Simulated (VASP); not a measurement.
# Cu (P6_3/mmc) in VASP: further runs

The runs below take Cu through single point, with PBEsol.

All numbers are computed with VASP 6.6.1; they aren't measurements. Logs are shortened: lines on timing, memory, paths and dates and some standing lists are left out, and cuts for length are marked.

## Step 1: The cell of the first run

Symmetry: P6_3/mmc, No. 194, hexagonal system. Conventional cell: a = 2.534 Å, b = 2.534 Å, c = 4.113 Å, α = 90.00°, β = 90.00°, γ = 120.00°. Within 3.3 Å of Cu (site symmetry -6m2) lie 12 Cu at 2.52 to 2.53 Å.

## Step 2: Single point, PBEsol

INCAR

```
SYSTEM = Cu
  PREC = Accurate
  ENCUT = 520
  EDIFF = 1E-6
  ISMEAR = 0
  SIGMA = 0.15
  LREAL = .False.
  LASPH = .True.
  NELM = 60
  ALGO = Fast
  ISIF = 2
  LWAVE = .False.
  LCHARG = .True.
  GGA = PS
  LELF = .True.
  LVHAR = .True.
  NBANDS = 18
```

KPOINTS

```
Automatic mesh
0
Gamma
  24 24 12
  0 0 0
```

POSCAR

```
Cu
1.0
    2.5340966698      0.0000000000      0.0000000000
   -1.2670483349      2.1945920917      0.0000000000
    0.0000000000      0.0000000000      4.1125710000
Cu
2
Direct
    0.3333333333      0.6666666667      0.2500000000
    0.6666666667      0.3333333333      0.7500000000
```

Potentials or basis: VASP PAW PBE potentials, release 64 (Cu).

Run with:

```sh
cat potpaw_PBE.64/Cu/POTCAR > POTCAR
mpirun -np 1 vasp_std > vasp.out
```

OUTCAR:

```text
SYSTEM = Cu
   PREC = Accurate
   ENCUT = 520
   EDIFF = 1E-6
   ISMEAR = 0
   LREAL = .False.
   LASPH = .True.
   NELM = 60
   ISIF = 2
   GGA = PS

 ion  position               nearest neighbor table
   1  0.333  0.667  0.250-   2 2.52   2 2.52   2 2.52   2 2.52   2 2.52   2 2.52
   2  0.667  0.333  0.750-   1 2.52   1 2.52   1 2.52   1 2.52   1 2.52   1 2.52

  LATTYP: Found a hexagonal cell.
 ALAT       =     2.5340966698
 C/A-ratio  =     1.6228942838

  Lattice vectors:

 A1 = (   2.5340966698,   0.0000000000,   0.0000000000)
 A2 = (  -1.2670483349,   2.1945920917,   0.0000000000)
 A3 = (   0.0000000000,   0.0000000000,   4.1125710000)

Analysis of symmetry for initial positions (statically):
=====================================================================
 Subroutine PRICEL returns:
 Original cell was already a primitive cell.

 Routine SETGRP: Setting up the symmetry group for a
 hexagonal supercell.

 Subroutine GETGRP returns: Found 24 space group operations
 (whereof 12 operations were pure point group operations)
 out of a pool of 24 trial point group operations.

The static configuration has the point symmetry D_3d.
 The point group associated with its full space group is D_6h.

Analysis of symmetry for dynamics (positions and initial velocities):
=====================================================================
 Subroutine PRICEL returns:
 Original cell was already a primitive cell.

 Routine SETGRP: Setting up the symmetry group for a
 hexagonal supercell.

 Subroutine GETGRP returns: Found 24 space group operations
 (whereof 12 operations were pure point group operations)
 out of a pool of 24 trial point group operations.

The dynamic configuration has the point symmetry D_3d.
 The point group associated with its full space group is D_6h.

 Subroutine INISYM returns: Found 24 space group operations
 (whereof 12 operations are pure point group operations),
 and found     1 'primitive' translations

----------------------------------------------------------------------------------------

                                     Primitive cell

  volume of cell :      22.8713

  direct lattice vectors                    reciprocal lattice vectors
     2.534096670  0.000000000  0.000000000     0.394617937  0.227832772  0.000000000
    -1.267048335  2.194592092  0.000000000     0.000000000  0.455665544  0.000000000
     0.000000000  0.000000000  4.112571000     0.000000000  0.000000000  0.243156896

  length of vectors
     2.534096670  2.534096670  4.112571000     0.455665544  0.455665544  0.243156896

  position of ions in fractional coordinates (direct lattice)
     0.333333333  0.666666667  0.250000000
     0.666666667  0.333333333  0.750000000

  ion indices of the primitive-cell ions
   primitive index   ion index
                 1           1
                 2           2

----------------------------------------------------------------------------------------

 KPOINTS: Automatic mesh

Automatic generation of k-mesh.
 Grid dimensions read from file:
 generate k-points for:   24   24   12

 Generating k-lattice:

  Cartesian coordinates                     Fractional coordinates (reciprocal lattice)
     0.016442414  0.009493032  0.000000000     0.041666667 -0.000000000  0.000000000
     0.000000000  0.018986064  0.000000000     0.000000000  0.041666667  0.000000000
     0.000000000  0.000000000  0.020263075     0.000000000  0.000000000  0.083333333

  Length of vectors
     0.018986064  0.018986064  0.020263075

  Shift w.r.t. Gamma in fractional coordinates (k-lattice)
     0.000000000  0.000000000  0.000000000

 Subroutine IBZKPT returns following result:
 ===========================================

 Found    427 irreducible k-points:

 Following reciprocal coordinates:
            Coordinates               Weight
  0.000000  0.000000  0.000000      1.000000
  0.041667 -0.000000  0.000000      6.000000
  0.083333 -0.000000  0.000000      6.000000
  0.125000  0.000000  0.000000      6.000000
  0.166667 -0.000000  0.000000      6.000000
  0.208333  0.000000  0.000000      6.000000
[... 16 lines left out ...]
  0.416667  0.041667  0.000000     12.000000
  0.458333  0.041667  0.000000     12.000000
 [... further k-points ...]
   k-points           NKPTS =    427   k-points in BZ     NKDIM =    427   number of bands    NBANDS=     18
   number of dos      NEDOS =    301   number of ions     NIONS =      2
   total plane-waves  NPLWV =  12800
   dimension x,y,z NGX =    20 NGY =   20 NGZ =   32
   dimension x,y,z NGXF=    40 NGYF=   40 NGZF=   64
   ions per type =               2
   NGX,Y,Z   is equivalent  to a cutoff of  13.12, 13.12, 12.94 a.u.
   NGXF,Y,Z  is equivalent  to a cutoff of  26.24, 26.24, 25.87 a.u.
 SYSTEM =  Cu
   PREC   = accura    normal or accurate (medium, high low for compatibility)
   ISTART =      0    job   : 0-new  1-cont  2-samecut
   ICHARG =      2    charge: 1-file 2-atom 10-const
   ISPIN  =      1    spin polarized calculation?
   LNONCOLLINEAR =      F non collinear calculations
   LSORBIT =      F    spin-orbit coupling
   LASPH  =      T    aspherical Exc in radial PAW
   ENCUT  =  520.0 eV  38.22 Ry    6.18 a.u.   4.71  4.71  7.65*2*pi/ulx,y,z
   NELM   =     60;   NELMIN=  2; NELMDL= -5     # of ELM steps
   EDIFF  = 0.1E-05   stopping-criterion for ELM
   LREAL  =      F    real-space projection
   EDIFFG = 0.1E-04   stopping-criterion for IOM
   NSW    =      0    number of steps for IOM
   IBRION =     -1    ionic relax: 0-MD 1-quasi-New 2-CG
   NFREE  =      0    steps in history (QN), initial steepest desc. (CG)
   ISIF   =      2    stress and relaxation
   ISYM   =      2    0-nonsym 1-usesym 2-fastsym
   POTIM  = 0.5000    time-step for ionic-motion
   TEBEG  =    0.0;   TEEND  =   0.0 temperature during run
   PSTRESS=    0.0 pullay stress
   NELECT =      22.0000    total number of electrons
   NUPDOWN=      -1.0000    fix difference up-down
   EMIN   =  10.00;   EMAX   =-10.00  energy-range for DOS
   EFERMI =   0.00;   METHOD = LEGACY
   ISMEAR =     0;   SIGMA  =   0.15  broadening in eV -4-tet -1-fermi 0-gaus
   EFERMI_NEDOS =   21; number of points for ismear=-14 and -15
   IALGO  =     68    algorithm
   IMIX   =      4    mixing-type and parameters
     AMIX     =   0.40;   BMIX     =  1.00
     AMIX_MAG =   1.60;   BMIX_MAG =  1.00
  volume/ion in A,a.u.               =      11.44        77.17
  Fermi-wavevector in a.u.,A,eV,Ry     =   1.616041  3.053874 35.532800  2.611587
  Thomas-Fermi vector in A             =   2.710691
   LORBIT       =      0    0 simple, 1 ext, 2 COOP (PROOUT), +10 PAW based schemes
   GGA     = PS    functional components
   LHFCALC =     F    Hartree Fock is set to
   AEXX    =    0.0000 exact exchange contribution
   IVDW    =     0    specifies the selected vdW correction
   LEPSILON=     F    determine dielectric tensor
   LRPA    =     F    only Hartree local field effects (RPA)
 non-spin polarized calculation
 RMM-DIIS sequential band-by-band and
 Gauss-broadening in eV      SIGMA  =   0.15
  energy-cutoff  :      520.00
  volume of cell :       22.87
 maximum number of plane-waves:       640
 NGX is ok and might be reduce to    20
   NGX =  9   NGY =  9   NGZ = 15

 number of electron      21.9999979 magnetization

 Free energy of the ion-electron system (eV)
  ---------------------------------------------------
  ext. energy  EPLUGINS =         0.00000000
  ---------------------------------------------------
  free energy    TOTEN  =        -8.60266310 eV

  energy without entropy =       -8.59628197  energy(sigma->0) =       -8.59947254

 E-fermi :   7.7785     XC(G=0): -13.0966

 val. band max:        7.7765062326   @ k =   0.5000   0.0000   0.0000
 cond. band min:       7.7814173826   @ k =   0.3750   0.1250   0.3333
 fundamental gap:      0.0049111500
 Fermi energy:         7.7785361570

 k-point     1 :       0.0000    0.0000    0.0000
  band No.  band energies     occupation
      1      -1.8329      2.00000
      2       2.5382      2.00000
      3       4.6971      2.00000
      4       4.7380      2.00000
      5       4.7380      2.00000
      6       4.9626      2.00000
[... 10 lines left out ...]
     17      31.5261      0.00000
     18      31.6468      0.00000

 k-point     2 :       0.0417   -0.0000    0.0000
  band No.  band energies     occupation
      1      -1.7755      2.00000
      2       2.5719      2.00000
      3       4.6404      2.00000
      4       4.7595      2.00000
      5       4.7891      2.00000
      6       4.9516      2.00000
[... 10 lines left out ...]
     17      32.1210      0.00000
     18      32.3981      0.00000

 k-point     3 :       0.0833   -0.0000    0.0000
  band No.  band energies     occupation
      1      -1.6043      2.00000
      2       2.6693      2.00000
      3       4.5555      2.00000
      4       4.8229      2.00000
      5       4.8532      2.00000
      6       4.9266      2.00000
[... 10 lines left out ...]
     17      32.5312      0.00000
     18      32.6622      0.00000

 k-point     4 :       0.1250    0.0000    0.0000
  band No.  band energies     occupation
      1      -1.3221      2.00000
      2       2.8193      2.00000
      3       4.4572      2.00000
      4       4.8481      2.00000
      5       4.8583      2.00000
      6       4.9254      2.00000
[... 375 lines left out ...]
      4       4.3499      2.00000
      5       4.6741      2.00000
      6       4.8328      2.00000
[... 10 lines left out ...]
     17      21.5375      0.00000
     18      27.8423      0.00000

 k-point    23 :       0.4167    0.0417    0.0000
  band No.  band energies     occupation
      1       2.6078      2.00000
      2       3.1477      2.00000
      3       3.3527      2.00000
      4       4.4838      2.00000
      5       4.6467      2.00000
      6       4.7917      2.00000
[... 10 lines left out ...]
     17      20.7543      0.00000
     18      27.7166      0.00000

 k-point    24 :       0.4583    0.0417    0.0000
  band No.  band energies     occupation
      1       2.7965      2.00000
      2       3.0905      2.00000
      3       3.3172      2.00000
      4       4.5841      2.00000
      5       4.6333      2.00000
      6       4.7699      2.00000
[... 10 lines left out ...]
     17      20.5517      0.00000
     18      27.6562      0.00000

 [... further k-points ...]

------------------------ aborting loop because EDIFF is reached ----------------------------------------

  FORCE on cell =-STRESS in cart. coord.  units (eV):
  Direction    XX          YY          ZZ          XY          YZ          ZX
  --------------------------------------------------------------------------------------
  -------------------------------------------------------------------------------------
  Total       -0.2362887     -0.2362887      0.0400387      0.0000000      0.0000000      0.0000000
  in kB      -16.5524819    -16.5524819      2.8047906      0.0000000      0.0000000      0.0000000
  external PRESSURE =     -10.1000577 kB  Pullay stress =       0.0000000 kB

 VOLUME and BASIS-vectors are now :
 -----------------------------------------------------------------------------
  energy-cutoff  :      520.00
  volume of cell :       22.87
      direct lattice vectors                 reciprocal lattice vectors
     2.534096670  0.000000000  0.000000000     0.394617937  0.227832772  0.000000000
    -1.267048335  2.194592092  0.000000000     0.000000000  0.455665544  0.000000000
     0.000000000  0.000000000  4.112571000     0.000000000  0.000000000  0.243156896

 POSITION                                       TOTAL-FORCE (eV/Angst)
 -----------------------------------------------------------------------------------
     -0.00000      1.46306      1.02814         0.000000     -0.000000      0.000000
      1.26705      0.73153      3.08443        -0.000000      0.000000      0.000000
 -----------------------------------------------------------------------------------
    total drift:                               -0.000000      0.000000     -0.000000

  FREE ENERGIE OF THE ION-ELECTRON SYSTEM (eV)
  ---------------------------------------------------
  free  energy   TOTEN  =        -8.6026630992 eV

  energy  without entropy=       -8.5962819746  energy(sigma->0) =       -8.59947254
```

It took 2.2 min on 1 thread of AMD EPYC 7R13 (Zen 3), shared host; peak memory 0.22 GiB.

What came out:

* Free energy: -8.6027 eV
* Pressure: -1.0 GPa
* Band gap on the k mesh: zero (band 11 reaches 11.87 eV, above the bottom of band 12 at 5.81 eV)

Stress tensor (GPa, compression positive):
```
-1.66  0.00  0.00
 0.00 -1.66  0.00
 0.00  0.00  0.28
```

Caveat: the PAW data sets were made with another functional, which shifts forces and pressure a little.

## Step 3: Single point, PBEsol

INCAR

```
PREC = Accurate
ENCUT = 520
EDIFF = 1E-6
ISMEAR = 0
SIGMA = 0.15
LREAL = False
LASPH = True
NELM = 100
ALGO = Fast
ISIF = 2
LWAVE = False
LCHARG = False
GGA = PS
NBANDS = 18
```

KPOINTS

```
regular mesh
0
Gamma
  24 24 14
```

POSCAR is that of step 2.

Potentials or basis: VASP PAW PBE potentials, release 64 (Cu).

Run with:

```sh
cat potpaw_PBE.64/Cu/POTCAR > POTCAR
mpirun -np 1 vasp_std > vasp.out
```

Wall time 6.1 min (1 thread of AMD EPYC 7R13, shared host); peak memory 0.24 GiB.

It converged, with:

```
Free energy            : -8.6024 eV
Pressure               : -1.0 GPa
Band gap on the k mesh : zero (band 11 reaches 11.87 eV, above the bottom of band 12 at 5.81 eV)
```

Stress tensor (GPa, compression positive):
```
-1.58  0.00  0.00
 0.00 -1.58  0.00
 0.00  0.00  0.24
```

Levels at points of the mesh, in eV from the Fermi level:
```csv
k point,band 9,band 10,band 11,band 12,band 13,band 14
"(0.00, 0.00, 0.00)",-2.54,-1.73,-1.73,-1.05,4.01,21.54
"(0.50, 0.00, 0.00)",-1.58,-1.54,0.00,1.61,7.93,8.35
"(0.00, 0.00, 0.50)",-1.97,-1.97,-1.97,-1.97,12.88,12.88
"(0.50, 0.00, 0.50)",-1.58,-1.58,0.45,0.45,5.00,5.00
```

Caveat: the PAW data sets were made with another functional, which shifts forces and pressure a little.
